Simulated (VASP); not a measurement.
# Cu (Cmce) in VASP: relaxation of cell and atoms with PBEsol

Aim: the relaxation of cell and atoms of Cu with PBEsol.

Program: VASP 6.6.1. These are calculated values, not measurements. Logs are shortened: lines on timing, memory, paths and dates and some standing lists are left out, and cuts for length are marked.

### 1 The cell of the first run

The structure is orthorhombic, space group Cmce (No. 64). Conventional cell: a = 4.760 Å, b = 3.146 Å, c = 6.416 Å, α = 90.00°, β = 90.00°, γ = 90.00°. Cu (site symmetry m) has 3 Cu at 1.77 to 2.32 Å within 2.4 Å.

### 2 Relaxation of cell and atoms, PBEsol

Contents of INCAR:

```
PREC = Accurate ; ENCUT = 600
EDIFF = 1E-6 ; ISMEAR = 0
SIGMA = 0.1 ; LREAL = F
LASPH = T ; NELM = 80
ALGO = Normal ; ISIF = 3
LWAVE = F ; LCHARG = F
GGA = PS ; IBRION = 2
NSW = 90 ; EDIFFG = -0.04
```

Contents of KPOINTS:

```
regular mesh
0
Gamma
  6 6 4
```

Contents of POSCAR:

```
Cu
1.0
    2.3798099036     -1.5728722933      0.0000000000
    2.3798099036      1.5728722933      0.0000000000
    0.0000000000      0.0000000000      6.4161380723
Cu
4
Direct
    0.8500000000      0.1500000000      0.1170000000
    0.6500000000      0.3500000000      0.6170000000
    0.1500000000      0.8500000000      0.8830000000
    0.3500000000      0.6500000000      0.3830000000
```

Potentials or basis: VASP PAW PBE potentials, release 64 (Cu).

Run with:

```bash
$ cat potpaw_PBE.64/Cu/POTCAR > POTCAR
$ mpirun -np 1 vasp_std > vasp.out
```

OUTCAR:

```text
PREC = Accurate
   ENCUT = 600
   EDIFF = 1E-6
   ISMEAR = 0
   LREAL = F
   LASPH = T
   NELM = 80
   ISIF = 3
   GGA = PS
   IBRION = 2
   NSW = 90
   EDIFFG = -0.04

 ion  position               nearest neighbor table
   1  0.850  0.150  0.117-   3 1.77   4 2.32   4 2.32   3 2.67
   2  0.650  0.350  0.617-   4 1.77   3 2.32   3 2.32   4 2.67
   3  0.150  0.850  0.883-   1 1.77   2 2.32   2 2.32   1 2.67
   4  0.350  0.650  0.383-   2 1.77   1 2.32   1 2.32   2 2.67

  LATTYP: Found a base centered orthorhombic cell.
 ALAT       =     3.1457445866
 B/A-ratio  =     1.5130344108
 C/A-ratio  =     2.0396246089

  Lattice vectors:

 A1 = (  -2.3798099036,  -1.5728722933,   0.0000000000)
 A2 = (   2.3798099036,  -1.5728722933,   0.0000000000)
 A3 = (   0.0000000000,   0.0000000000,   6.4161380723)

Analysis of symmetry for initial positions (statically):
=====================================================================
 Subroutine PRICEL returns:
 Original cell was already a primitive cell.

 Routine SETGRP: Setting up the symmetry group for a
 base centered orthorhombic supercell.

 Subroutine GETGRP returns: Found  8 space group operations
 (whereof  4 operations were pure point group operations)
 out of a pool of  8 trial point group operations.

The static configuration has the point symmetry C_2h.
 The point group associated with its full space group is D_2h.

Analysis of symmetry for dynamics (positions and initial velocities):
=====================================================================
 Subroutine PRICEL returns:
 Original cell was already a primitive cell.

 Routine SETGRP: Setting up the symmetry group for a
 base centered orthorhombic supercell.

 Subroutine GETGRP returns: Found  8 space group operations
 (whereof  4 operations were pure point group operations)
 out of a pool of  8 trial point group operations.

The dynamic configuration has the point symmetry C_2h.
 The point group associated with its full space group is D_2h.

 Subroutine INISYM returns: Found  8 space group operations
 (whereof  4 operations are pure point group operations),
 and found     1 'primitive' translations

----------------------------------------------------------------------------------------

                                     Primitive cell

  volume of cell :      48.0330

  direct lattice vectors                    reciprocal lattice vectors
     2.379809904 -1.572872293  0.000000000     0.210100815 -0.317889763  0.000000000
     2.379809904  1.572872293  0.000000000     0.210100815  0.317889763  0.000000000
     0.000000000  0.000000000  6.416138072     0.000000000  0.000000000  0.155856995

  length of vectors
     2.852616769  2.852616769  6.416138072     0.381046262  0.381046262  0.155856995

  position of ions in fractional coordinates (direct lattice)
     0.850000000  0.150000000  0.117000000
     0.650000000  0.350000000  0.617000000
     0.150000000  0.850000000  0.883000000
     0.350000000  0.650000000  0.383000000

  ion indices of the primitive-cell ions
   primitive index   ion index
                 1           1
                 2           2
                 3           3
                 4           4

----------------------------------------------------------------------------------------

 KPOINTS: regular mesh

Automatic generation of k-mesh.
 Grid dimensions read from file:
 generate k-points for:    6    6    4

 Generating k-lattice:

  Cartesian coordinates                     Fractional coordinates (reciprocal lattice)
     0.035016802 -0.052981627  0.000000000     0.166666667  0.000000000  0.000000000
     0.035016802  0.052981627  0.000000000     0.000000000  0.166666667  0.000000000
     0.000000000  0.000000000  0.038964249     0.000000000  0.000000000  0.250000000

  Length of vectors
     0.063507710  0.063507710  0.038964249

  Shift w.r.t. Gamma in fractional coordinates (k-lattice)
     0.000000000  0.000000000  0.000000000

 Subroutine IBZKPT returns following result:
 ===========================================

 Found     39 irreducible k-points:

 Following reciprocal coordinates:
            Coordinates               Weight
  0.000000  0.000000  0.000000      1.000000
  0.166667  0.000000  0.000000      4.000000
  0.333333  0.000000  0.000000      4.000000
  0.500000  0.000000  0.000000      2.000000
  0.166667  0.166667  0.000000      2.000000
  0.333333  0.166667  0.000000      4.000000
[... 16 lines left out ...]
  0.333333  0.333333  0.250000      4.000000
  0.500000  0.333333  0.250000      8.000000
 [... further k-points ...]
   k-points           NKPTS =     39   k-points in BZ     NKDIM =     39   number of bands    NBANDS=     26
   number of dos      NEDOS =    301   number of ions     NIONS =      4
   total plane-waves  NPLWV =  31104
   dimension x,y,z NGX =    24 NGY =   24 NGZ =   54
   dimension x,y,z NGXF=    48 NGYF=   48 NGZF=  108
   ions per type =               4
   NGX,Y,Z   is equivalent  to a cutoff of  13.99, 13.99, 13.99 a.u.
   NGXF,Y,Z  is equivalent  to a cutoff of  27.97, 27.97, 27.98 a.u.
 SYSTEM =  unknown system
   PREC   = accura    normal or accurate (medium, high low for compatibility)
   ISTART =      0    job   : 0-new  1-cont  2-samecut
   ICHARG =      2    charge: 1-file 2-atom 10-const
   ISPIN  =      1    spin polarized calculation?
   LNONCOLLINEAR =      F non collinear calculations
   LSORBIT =      F    spin-orbit coupling
   LASPH  =      T    aspherical Exc in radial PAW
   ENCUT  =  600.0 eV  44.10 Ry    6.64 a.u.   5.70  5.70 12.81*2*pi/ulx,y,z
   NELM   =     80;   NELMIN=  2; NELMDL= -5     # of ELM steps
   EDIFF  = 0.1E-05   stopping-criterion for ELM
   LREAL  =      F    real-space projection
   EDIFFG = -.4E-01   stopping-criterion for IOM
   NSW    =     90    number of steps for IOM
   IBRION =      2    ionic relax: 0-MD 1-quasi-New 2-CG
   NFREE  =      1    steps in history (QN), initial steepest desc. (CG)
   ISIF   =      3    stress and relaxation
   ISYM   =      2    0-nonsym 1-usesym 2-fastsym
   POTIM  = 0.5000    time-step for ionic-motion
   TEBEG  =    0.0;   TEEND  =   0.0 temperature during run
   PSTRESS=    0.0 pullay stress
   NELECT =      44.0000    total number of electrons
   NUPDOWN=      -1.0000    fix difference up-down
   EMIN   =  10.00;   EMAX   =-10.00  energy-range for DOS
   EFERMI =   0.00;   METHOD = LEGACY
   ISMEAR =     0;   SIGMA  =   0.10  broadening in eV -4-tet -1-fermi 0-gaus
   EFERMI_NEDOS =   21; number of points for ismear=-14 and -15
   IALGO  =     38    algorithm
   IMIX   =      4    mixing-type and parameters
     AMIX     =   0.40;   BMIX     =  1.00
     AMIX_MAG =   1.60;   BMIX_MAG =  1.00
  volume/ion in A,a.u.               =      12.01        81.04
  Fermi-wavevector in a.u.,A,eV,Ry     =   1.589935  3.004541 34.394057  2.527892
  Thomas-Fermi vector in A             =   2.688707
   LORBIT       =      0    0 simple, 1 ext, 2 COOP (PROOUT), +10 PAW based schemes
   GGA     = PS    functional components
   LHFCALC =     F    Hartree Fock is set to
   AEXX    =    0.0000 exact exchange contribution
   IVDW    =     0    specifies the selected vdW correction
   LEPSILON=     F    determine dielectric tensor
   LRPA    =     F    only Hartree local field effects (RPA)
 conjugate gradient relaxation of ions
 non-spin polarized calculation
 Gauss-broadening in eV      SIGMA  =   0.10
  energy-cutoff  :      600.00
  volume of cell :       48.03
 maximum number of plane-waves:      1650
   NGX = 11   NGY = 11   NGZ = 25

--------------------------------------- Ionic step        1  -------------------------------------------

 number of electron      44.0000025 magnetization

 Free energy of the ion-electron system (eV)
  ---------------------------------------------------
  ext. energy  EPLUGINS =         0.00000000
  ---------------------------------------------------
  free energy    TOTEN  =       -11.07186373 eV

  energy without entropy =      -11.06675060  energy(sigma->0) =      -11.06930716

------------------------ aborting loop because EDIFF is reached ----------------------------------------

  FORCE on cell =-STRESS in cart. coord.  units (eV):
  Direction    XX          YY          ZZ          XY          YZ          ZX
  --------------------------------------------------------------------------------------
  -------------------------------------------------------------------------------------
  Total       -7.6050358     11.3018858     33.0139947      0.0000000      0.0000000      0.0000000
  in kB     -253.6719317    376.9832641   1101.2076844      0.0000000      0.0000000      0.0000000
  external PRESSURE =     408.1730056 kB  Pullay stress =       0.0000000 kB
[... 95 lines left out ...]
  FREE ENERGIE OF THE ION-ELECTRON SYSTEM (eV)
  ---------------------------------------------------
  free  energy   TOTEN  =       -13.1366349078 eV

  energy  without entropy=      -13.1286429439  energy(sigma->0) =      -13.13263893

 E-fermi :   3.8729     XC(G=0): -10.6401

 val. band max:        3.8543367872   @ k =   0.5000   0.1667   0.2500
 cond. band min:       3.8961820728   @ k =   0.5000   0.3333   0.0000
 fundamental gap:      0.0418452856
 Fermi energy:         3.8729459377

 k-point     1 :       0.0000    0.0000    0.0000
  band No.  band energies     occupation
      1      -3.7393      2.00000
      2      -3.0501      2.00000
      3      -0.3626      2.00000
      4      -0.3124      2.00000
      5      -0.2887      2.00000
      6      -0.1695      2.00000
[... 685 lines left out ...]
     25       7.9406      0.00000
     26       9.5098      0.00000

 [... further k-points ...]

[... ionic steps 4 to 20 ...]

--------------------------------------- Ionic step       21  -------------------------------------------

 number of electron      43.9999987 magnetization

------------------------ aborting loop because EDIFF is reached ----------------------------------------
[... 71 lines left out ...]
--------------------------------------- Ionic step       23  -------------------------------------------

 number of electron      43.9999988 magnetization

 Free energy of the ion-electron system (eV)
  ---------------------------------------------------
  ext. energy  EPLUGINS =         0.00000000
  ---------------------------------------------------
  free energy    TOTEN  =       -17.13750445 eV

  energy without entropy =      -17.12632156  energy(sigma->0) =      -17.13191301

 E-fermi :   7.9292     XC(G=0): -13.1319

 val. band max:        7.8876658844   @ k =   0.5000   0.1667   0.0000
 cond. band min:       7.9346375362   @ k =   0.5000   0.1667   0.2500
 fundamental gap:      0.0469716517
 Fermi energy:         7.9291614715

 k-point     1 :       0.0000    0.0000    0.0000
  band No.  band energies     occupation
      1      -1.8033      2.00000
      2       0.9682      2.00000
      3       0.9723      2.00000
      4       2.7575      2.00000
      5       3.2484      2.00000
      6       3.9332      2.00000
[... 685 lines left out ...]
     25      13.8104      0.00000
     26      13.8993      0.00000

 [... further k-points ...]

------------------------ aborting loop because EDIFF is reached ----------------------------------------

  FORCE on cell =-STRESS in cart. coord.  units (eV):
  Direction    XX          YY          ZZ          XY          YZ          ZX
  --------------------------------------------------------------------------------------
  -------------------------------------------------------------------------------------
  Total        0.1563641     -0.0240475      0.0453439      0.0000000     -0.0000000      0.0000000
  in kB        5.5090846     -0.8472526      1.5975759      0.0000000     -0.0000000      0.0000000
  external PRESSURE =       2.0864693 kB  Pullay stress =       0.0000000 kB
[... 19 lines left out ...]
  FREE ENERGIE OF THE ION-ELECTRON SYSTEM (eV)
  ---------------------------------------------------
  free  energy   TOTEN  =       -17.1375044514 eV

  energy  without entropy=      -17.1263215622  energy(sigma->0) =      -17.13191301

 reached required accuracy - stopping structural energy minimisation
```

It took 12 min on 1 thread of Intel Xeon Platinum 8375C at 2.90GHz (Ice Lake), shared host; peak memory 0.2 GiB.

Results:

```
Free energy                           : -17.1375 eV
Relaxed volume                        : 11.37 Å³/atom
Relaxed cell                          : a = 2.509 Å, b = 2.509 Å, c = 7.222 Å, α = 90.00°, β = 90.00°, γ = 90.35°
Space group after relaxing (to 0.1 Å) : Fm-3m (No. 225)
Energy gained by relaxing             : 1516.4 meV/atom
Ionic steps                           : 23
Pressure after relaxing               : 0.2 GPa
Largest force after relaxing          : 0.028 eV/Å
Band gap on the k mesh                : zero (bands 22 and 23 overlap by 4.72 eV)
```

Forces on the atoms (eV/Å):
```
Cu   0.000 -0.027 -0.007
Cu   0.000  0.027 -0.007
Cu   0.000  0.027  0.007
Cu   0.000 -0.027  0.007
```

Step by step:
| step | energy change (eV) | largest force (eV/Å) | pressure (GPa) | volume (Å³) |
| --- | --- | --- | --- | --- |
| 1 | 0.0000 | 11.7173 | 40.82 | 48.03 |
| 2 | -1.9268 | 2.7541 | 6.54 | 69.31 |
| 3 | -2.0648 | 2.7043 | 5.24 | 68.22 |
| 4 | -2.2017 | 2.6606 | 3.99 | 67.15 |
| 5 | -3.5303 | 2.6557 | -3.39 | 57.60 |
| 6 | -4.0283 | 2.0436 | -0.46 | 52.81 |
| 7 | -5.0737 | 0.7061 | -11.88 | 53.20 |
| 8 | -5.3096 | 0.4354 | -14.45 | 53.14 |
| 9 | -5.5506 | 0.3513 | -15.50 | 52.43 |
| 10 | -5.7339 | 0.8415 | 14.27 | 42.77 |
| 11 | -5.8993 | 0.5625 | -1.17 | 46.27 |
| 12 | -5.9770 | 0.3106 | -0.22 | 45.80 |
| 13 | -6.0072 | 0.3043 | 1.51 | 45.30 |
| 14 | -6.0284 | 0.2402 | -1.41 | 46.00 |
| 15 | -6.0308 | 0.2102 | -2.63 | 46.33 |
| 16 | -6.0463 | 0.1492 | -1.48 | 45.97 |
| 17 | -6.0578 | 0.1188 | 0.94 | 45.29 |
| 18 | -6.0621 | 0.0962 | 0.39 | 45.44 |
| 19 | -6.0638 | 0.0939 | -0.23 | 45.62 |
| 20 | -6.0654 | 0.0372 | -0.26 | 45.52 |
| 21 | -6.0656 | 0.0417 | 0.10 | 45.44 |
| 22 | -6.0656 | 0.0345 | 0.29 | 45.45 |
| 23 | -6.0656 | 0.0284 | 0.21 | 45.47 |

Final structure:
```yaml
crystal:
  lattice:
    - [1.76893, -1.77973, 0.00000]
    - [1.76893, 1.77973, 0.00000]
    - [0.00000, 0.00000, 7.22226]
  atoms:
    - { symbol: Cu, position: [0.74796, 0.25204, 0.12507] }
    - { symbol: Cu, position: [0.75204, 0.24796, 0.62507] }
    - { symbol: Cu, position: [0.25204, 0.74796, 0.87493] }
    - { symbol: Cu, position: [0.24796, 0.75204, 0.37493] }
```

Caveat: the k points lie up to 0.42 Å⁻¹ apart in the final cell, too coarse for converged energies and pressures of a metal; the PAW data sets were made with another functional, which shifts forces and pressure a little.

The gap in the log of VASP goes by the Fermi energy; the results here count the filled bands.